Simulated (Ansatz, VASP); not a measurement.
**Two plane-wave programs on Na2S**

INCAR

```
SYSTEM = Na2S
PREC = Accurate ; ENCUT = 500
EDIFF = 1E-6 ; ISMEAR = 0
SIGMA = 0.01 ; LREAL = .FALSE.
LASPH = .TRUE. ; NELM = 120
ALGO = Normal ; ISIF = 2
LWAVE = .FALSE. ; LCHARG = .FALSE.
GGA = PS ; NBANDS = 17
GGA_COMPAT = .FALSE.
```

File KPOINTS:

```
Automatic mesh
0
G
  4 4 4
  0 0 0
```

POSCAR

```
Na2S
1.0
    0.0000000000      3.2554324741      3.2554324741
    3.2554324741      0.0000000000      3.2554324741
    3.2554324741      3.2554324741      0.0000000000
S Na
1 2
Direct
    0.0000000000      0.0000000000      0.0000000000
    0.2500000000      0.2500000000      0.2500000000
    0.7500000000      0.7500000000      0.7500000000
```

Input for Ansatz:

```yaml
crystal:
  lattice:
    - [0.0, 3.2554324741, 3.2554324741]
    - [3.2554324741, 0.0, 3.2554324741]
    - [3.2554324741, 3.2554324741, 0.0]
  atoms:
    - { symbol: S, position: [0.0, 0.0, 0.0] }
    - { symbol: Na, position: [0.25, 0.25, 0.25] }
    - { symbol: Na, position: [0.75, 0.75, 0.75] }
kpoints:
  mp_grid: { grid: [4, 4, 4] }
hamiltonian:
  xc: pbesol
scf:
  occupations: { method: fixed }
  n_extra_bands: 4
output:
  forces: true
  stress: true
  eigenvalues: true
```

Alike in both runs: task single point; functional PBEsol; k mesh 4 × 4 × 4; no spin polarisation.

|  | VASP | Ansatz |
| --- | --- | --- |
| version | VASP 6.6.1 | Ansatz 0.2.0 |
| potentials or method | VASP PAW PBE potentials, release 64 (S, Na_pv) | plane waves |
| plane-wave cutoff (eV) | 500 | 420 |
| occupations | gaussian, width 0.01 eV | fixed |
| valence electrons in the cell | 20 | 24 |

|  | VASP | Ansatz | Ansatz less VASP |
| --- | --- | --- | --- |
| gap on the k mesh at the Fermi level (eV) | 2.41 | 2.41 | +0.004 |
| pressure (GPa) | -0.1 | -0.1 | -0.04 |

VASP's potentials were made for PBE, not for PBEsol. VASP's potentials hold 20 valence electrons a cell and Ansatz's 24, so a difference there can come from the potentials and not from the codes.
